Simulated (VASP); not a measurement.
**SnS2: single point with HSE06**

The system is SnS2.

```
Sn S
1.0
     3.58754    0.00000    0.00000
    -1.79377    3.10690    0.00000
     0.00000    0.00000    6.05464
Sn S
1 2
Cartesian
  0.0000 0.0000 0.0000
  0.0000 2.0713 1.4899
  1.7938 1.0356 4.5647
```

This cell differs from its parent crystal: epitaxial xy strain -2.0%.

- Program: VASP 6.6.1
- Task: single point
- Functional: HSE06
- Potentials or basis: VASP PAW PBE potentials, release 64 (Sn_d, S)
- Cutoff: 400 eV
- k mesh: 6 × 6 × 4
- Occupations: gaussian, width 0.01 eV
- Spin: no spin polarisation
- Dipole correction: no
- Grid for exact exchange (PRECFOCK): Normal
- Further INCAR settings: ALGO = Normal; EDIFF = 1e-06; NBANDS = 20
- Share of exact exchange: 0.25
- Screening parameter: 0.2079 1/Å

The pressure is 2.0 GPa and the largest force is 0.274 eV/Å. The band gap on the k mesh is 2.35 eV (least direct gap 2.78 eV).

Forces in eV/Å, atoms in the order of the input:
```
Sn   0.000  0.000  0.000
S    0.000  0.000 -0.274
S    0.000  0.000  0.274
```

Stress tensor (GPa, compression positive):
```
 3.22  0.00  0.00
 0.00  3.22  0.00
 0.00  0.00 -0.29
```

Levels at points of the mesh, in eV from the valence-band top:
```csv
k point,band 11,band 12,band 13,band 14,band 15,band 16
"(0.00, 0.00, 0.00)",-0.30,-0.18,-0.18,3.23,4.87,6.75
"(0.50, 0.00, 0.00)",-2.64,-1.09,-0.26,2.60,5.57,6.91
"(0.00, 0.00, 0.50)",-0.62,-0.07,-0.07,4.40,4.94,6.53
"(0.50, 0.00, 0.50)",-2.17,-0.83,-0.55,2.35,5.69,6.54
```

Wall time 39 min on 1 thread of Intel(R) Xeon(R) Platinum 8488C (Sapphire Rapids), on a shared host, peak memory 0.28 GiB.

Caveat: the cell differs from its parent crystal (epitaxial xy strain -2.0%); the PAW data sets were made with another functional, which shifts forces and pressure a little; spin-orbit coupling is left out, which moves the levels of the heavy elements; this functional lacks dispersion, which binds layers or chains, so the pressure and a relaxed spacing across them are unreliable. A k mesh can miss the band edges.
